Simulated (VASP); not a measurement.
Here is a VASP 6.6.1 calculation.

POSCAR

```
AlN
1.0
    6.2595139307      0.0000000618      0.0000000000
   -3.1297570188      5.4208980485      0.0000000000
    0.0000000000      0.0000000000      5.0174032550
Al N
8 8
Direct
    0.3335524029      0.1664661886      0.5000247798
    0.3335524029      0.6664661886      0.5000247798
    0.8335524029      0.1664661886      0.5000247798
    0.8335524029      0.6664661886      0.5000247798
    0.1664661886      0.3335524029      0.0000247798
    0.1664661886      0.8335524029      0.0000247798
    0.6664661886      0.3335524029      0.0000247798
    0.6664661886      0.8335524029      0.0000247798
    0.3319615436      0.1680198649      0.8799752202
    0.1680198649      0.3319615436      0.3799752202
    0.3319615436      0.6680198649      0.8799752202
    0.1680198649      0.8319615436      0.3799752202
    0.8319615436      0.1680198649      0.8799752202
    0.6680198649      0.3319615436      0.3799752202
    0.8319615436      0.6680198649      0.8799752202
    0.6680198649      0.8319615436      0.3799752202
```

Contents of INCAR.step1:

```
PREC = Accurate
ENCUT = 520
EDIFF = 1E-5
ISMEAR = -1
SIGMA = 0.01
LREAL = Auto
LASPH = T
NELM = 120
ALGO = Normal
ISIF = 2
LWAVE = T
LCHARG = F
GGA = PE
NBANDS = 46
GGA_COMPAT = F
ISYM = -1
```

Contents of INCAR.step2:

```
PREC = Accurate
ENCUT = 520
EDIFF = 1E-6
ISMEAR = -1
SIGMA = 0.01
LREAL = Auto
LASPH = T
NELM = 120
ALGO = Normal
ISIF = 2
LWAVE = F
LCHARG = F
GGA = PE
LHFCALC = T
HFSCREEN = 0.2079
PRECFOCK = Fast
ISTART = 1
NBANDS = 46
GGA_COMPAT = F
ISYM = -1
```

File KPOINTS:

```
explicit points
2
Reciprocal
  0.25000000   0.25000000   0.12500000 1
  0.25000000   0.25000000   0.62500000 1
```

Potentials or basis: VASP PAW PBE potentials, release 64 (Al, N).

The run is started by

```console
$ cat potpaw_PBE.64/Al/POTCAR potpaw_PBE.64/N/POTCAR > POTCAR
$ cp INCAR.step1 INCAR
$ mpirun -np 1 vasp_std > vasp.out
$ cp INCAR.step2 INCAR
$ mpirun -np 1 vasp_std > vasp.out
```

Question: Estimate the largest force.

Answer: 0.027 eV/Å.

Question: What does it give for the band gap on the k mesh?

Answer: 7.19 eV.

Question: Estimate the pressure.

Answer: -6.2 GPa.

Stress tensor (GPa, compression positive):
```
 -5.56  -4.18   0.06
 -4.18 -10.40   0.11
  0.06   0.11  -2.67
```

Caveat: the stress differs along the axes, from -10 to -3 GPa; the PAW data sets were made with another functional, which shifts forces and pressure a little; a shifted mesh leaves out Γ, where band edges can lie. A k mesh can miss the band edges.
